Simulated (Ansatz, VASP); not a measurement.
**One calculation of Sn4Se3S, two programs**

INCAR

```
SYSTEM = Sn4Se3S
PREC = Accurate
ENCUT = 520
EDIFF = 1E-7
ISMEAR = 0
SIGMA = 0.02
LREAL = Auto
LASPH = .TRUE.
NELM = 60
ALGO = Normal
ISIF = 2
LWAVE = .FALSE.
LCHARG = .FALSE.
GGA = PE
IVDW = 12
NBANDS = 94
```

KPOINTS

```
Automatic mesh
0
G
  2 2 4
  0 0 0
```

Contents of POSCAR:

```
Sn4Se3S
1.0
   11.4134617981      0.0039339617      0.0000000000
    0.0028867425      8.2582094312      0.0000000000
    0.0000000000      0.0000000000      4.3511025101
Sn S Se
8 2 6
Direct
    0.1218451327      0.1328599067      0.0975598935
    0.1192330867      0.6164618930      0.1067485454
    0.3781548673      0.3671400933      0.5975598935
    0.3807669133      0.8835381070      0.6067485454
    0.6158930990      0.1255420735      0.4063831657
    0.6157553189      0.6248105729      0.4062869193
    0.8841069010      0.3744579265      0.9063831657
    0.8842446811      0.8751894271      0.9062869193
    0.3505779437      0.1266636866      0.0133356071
    0.1494220563      0.3733363134      0.5133356071
    0.3585423450      0.6238441537      0.0229881119
    0.1414576550      0.8761558463      0.5229881119
    0.8570118906      0.1254632868      0.4730724147
    0.8577100100      0.6242488497      0.4736253423
    0.6429881094      0.3745367132      0.9730724147
    0.6422899900      0.8757511503      0.9736253423
```

Input for Ansatz:

```yaml
crystal:
  lattice:
    - [11.4134617981, 0.0039339617, 0.0]
    - [0.0028867425, 8.2582094312, 0.0]
    - [0.0, 0.0, 4.3511025101]
  atoms:
    - { symbol: Sn, position: [0.1218451327, 0.1328599067, 0.0975598935] }
    - { symbol: Sn, position: [0.1192330867, 0.616461893, 0.1067485454] }
    - { symbol: Sn, position: [0.3781548673, 0.3671400933, 0.5975598935] }
    - { symbol: Sn, position: [0.3807669133, 0.883538107, 0.6067485454] }
    - { symbol: Sn, position: [0.615893099, 0.1255420735, 0.4063831657] }
    - { symbol: Sn, position: [0.6157553189, 0.6248105729, 0.4062869193] }
    - { symbol: Sn, position: [0.884106901, 0.3744579265, 0.9063831657] }
    - { symbol: Sn, position: [0.8842446811, 0.8751894271, 0.9062869193] }
    - { symbol: S, position: [0.3505779437, 0.1266636866, 0.0133356071] }
    - { symbol: Se, position: [0.358542345, 0.6238441537, 0.0229881119] }
    - { symbol: S, position: [0.1494220563, 0.3733363134, 0.5133356071] }
    - { symbol: Se, position: [0.141457655, 0.8761558463, 0.5229881119] }
    - { symbol: Se, position: [0.8570118906, 0.1254632868, 0.4730724147] }
    - { symbol: Se, position: [0.85771001, 0.6242488497, 0.4736253423] }
    - { symbol: Se, position: [0.6429881094, 0.3745367132, 0.9730724147] }
    - { symbol: Se, position: [0.64228999, 0.8757511503, 0.9736253423] }
basis:
  ecutwfc: 420
kpoints:
  mp_grid: { grid: [2, 2, 4] }
  band_path:
    path: [[0.0, 0.0, 0.0], [0.0, 0.0, 0.429687], [-0.023438, 0.348958, 0.0]]
    npoints: 1
hamiltonian:
  xc: pbe
  dispersion: d3bj
scf:
  occupations: { method: gaussian, width: 0.02 }
  n_extra_bands: 11
output:
  forces: true
  stress: true
  eigenvalues: true
```

Alike in both runs: task single point; functional PBE; dispersion D3(BJ); k mesh 2 × 2 × 4; occupations gaussian, width 0.02 eV; no spin polarisation.

|  | VASP | Ansatz |
| --- | --- | --- |
| version | VASP 6.6.1 | Ansatz 0.2.0 |
| potentials or method | VASP PAW PBE potentials, release 64 (Sn_d, S, Se), cutoff 520 eV | scalar-relativistic, plane waves, PAW |
| valence electrons in the cell | 160 | 220 |

```tsv
	VASP	Ansatz	Ansatz less VASP
gap on the k mesh at the Fermi level (eV)	0.78	0.78	+0.007
least direct gap on the mesh (eV)	1.17	1.18	+0.009
pressure (GPa)	0.0	0.0	0.00
rms of the force components (eV/Å)	0.015	0.019	+0.0038
```

VASP's potentials hold 160 valence electrons a cell and Ansatz's 220, so a difference there can come from the potentials and not from the codes.
